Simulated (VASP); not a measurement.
## NaSe3: relaxation of cell and atoms with PBE

NaSe3:

```
CELL_PARAMETERS angstrom
4.52191 2.61073 2.77911
-4.52191 2.61073 2.77911
0.00000 -5.22145 2.77911
ATOMIC_POSITIONS crystal
Na 0.50000 0.50000 0.50000
Na 0.00000 0.00000 0.00000
Se 0.75097 0.25000 0.74903
Se 0.74903 0.75097 0.25000
Se 0.25000 0.74903 0.75097
Se 0.24903 0.75000 0.25097
Se 0.25097 0.24903 0.75000
Se 0.75000 0.25097 0.24903
```

```
Program                : VASP 6.6.1
Task                   : relaxation of cell and atoms
Functional             : PBE
Potentials or basis    : VASP PAW PBE potentials, release 64 (Na_pv, Se)
Cutoff                 : 600 eV
k mesh                 : 6 × 6 × 6
Occupations            : gaussian, width 0.1 eV
Spin                   : no spin polarisation
Dipole correction      : no
Further INCAR settings : ALGO = Normal; EDIFF = 1e-06; IBRION = 2; EDIFFG = -0.01; NSW = 100; ISIF = 3
```

The relaxed volume is 24.65 Å³/atom and the relaxed cell is a = 5.918 Å, b = 5.918 Å, c = 5.918 Å, α = 99.73°, β = 99.73°, γ = 99.73°. The space group after relaxing (to 0.1 Å) is R-3m (No. 166) and the energy gained by relaxing is 0.0 meV/atom. The ionic steps are 2 and the pressure after relaxing is 0.0 GPa.

Final structure:
```
CELL_PARAMETERS angstrom
4.52499 2.61251 2.77990
-4.52499 2.61251 2.77990
0.00000 -5.22501 2.77990
ATOMIC_POSITIONS crystal
Na 0.50000 0.50000 0.50000
Na 0.00000 0.00000 0.00000
Se 0.75097 0.25000 0.74903
Se 0.74903 0.75097 0.25000
Se 0.25000 0.74903 0.75097
Se 0.24903 0.75000 0.25097
Se 0.25097 0.24903 0.75000
Se 0.75000 0.25097 0.24903
```

Levels at points of the mesh, in eV from the Fermi level:
```
           k point  band 21  band 22  band 23  band 24  band 25  band 26  band 27  band 28  band 29  band 30
(0.00, 0.00, 0.00)    -1.18    -1.18    -0.36     0.33     2.11     2.11     2.13     2.80     2.80     2.99
(0.50, 0.00, 0.00)    -1.31    -1.31    -0.79    -0.79    -0.41    -0.41     2.21     2.21     2.74     2.74
(0.50, 0.50, 0.00)    -1.41    -1.31    -1.25    -1.04    -0.87    -0.84    -0.42     0.02     2.39     2.56
(0.50, 0.50, 0.50)    -1.50    -1.50    -1.50    -1.50    -1.26    -1.26    -0.13    -0.13    -0.13    -0.13
```

Run time: 5.5 min on 1 thread of Intel(R) Xeon(R) 6975P-C (Granite Rapids), on a shared host, peak memory 0.44 GiB.

Caveat: the highest band is partly filled, so the run has too few bands.
